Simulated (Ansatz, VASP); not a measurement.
C in VASP and in Ansatz

Contents of INCAR:

```
PREC     = Accurate       # precision mode
ENCUT    = 1300           # plane-wave cutoff, eV
EDIFF    = 1E-6           # SCF threshold, eV
ISMEAR   = 0              # smearing method
SIGMA    = 0.01           # smearing width, eV
LREAL    = False          # projectors in reciprocal space
LASPH    = True           # aspherical terms in the spheres
NELM     = 120            # most SCF steps
ALGO     = Normal         # electronic algorithm
ISIF     = 2              # what is computed and relaxed
LWAVE    = False          # write WAVECAR
LCHARG   = False          # write CHGCAR
NBANDS   = 11             # bands
GGA_COMPAT= False
```

File KPOINTS:

```
regular mesh
0
Gamma
  12 12 12
```

POSCAR

```
C
1.0
    0.0000000000      1.7801241426      1.7801241426
    1.7801241426      0.0000000000      1.7801241426
    1.7801241426      1.7801241426      0.0000000000
C
2
Direct
    0.0000000000      0.0000000000      0.0000000000
    0.2500000000      0.2500000000      0.2500000000
```

Input for Ansatz:

```yaml
crystal:
  lattice:
    - [0.0, 1.7801241426, 1.7801241426]
    - [1.7801241426, 0.0, 1.7801241426]
    - [1.7801241426, 1.7801241426, 0.0]
  atoms:
    - { symbol: C, position: [0.0, 0.0, 0.0] }
    - { symbol: C, position: [0.25, 0.25, 0.25] }
kpoints:
  mp_grid: { grid: [12, 12, 12] }
  band_path:
    path:
      - [0.0, 0.0, 0.0]
      - [0.5, 0.0, 0.5]
      - [0.625, 0.25, 0.625]
      - [0.375, 0.375, 0.75]
      - [0.5, 0.5, 0.5]
      - [0.5, 0.25, 0.75]
      - [0.0, 0.363281, 0.363281]
    npoints: 1
hamiltonian:
  xc: lda
scf:
  occupations: { method: fixed }
  n_extra_bands: 4
output:
  forces: true
  stress: true
  eigenvalues: true
```

Alike in both runs: task single point; functional LDA; k mesh 12 × 12 × 12; no spin polarisation.

|  | VASP | Ansatz |
| --- | --- | --- |
| version | VASP 6.6.1 | Ansatz 0.2.0 |
| potentials or method | VASP PAW LDA potentials, release 64 (C_h) | plane waves, PAW |
| plane-wave cutoff (eV) | 1300 | 420 |
| occupations | gaussian, width 0.01 eV | fixed |
| valence electrons in the cell | 8 | 8 |

|  | VASP | Ansatz | Ansatz less VASP |
| --- | --- | --- | --- |
| gap on the k mesh at the Fermi level (eV) | 4.14 | 4.14 | +0.002 |
| pressure (GPa) | -9.9 | -10.8 | -0.85 |

LDA's correlation is that of Perdew and Zunger in VASP and of Perdew and Wang (1992) in Ansatz.
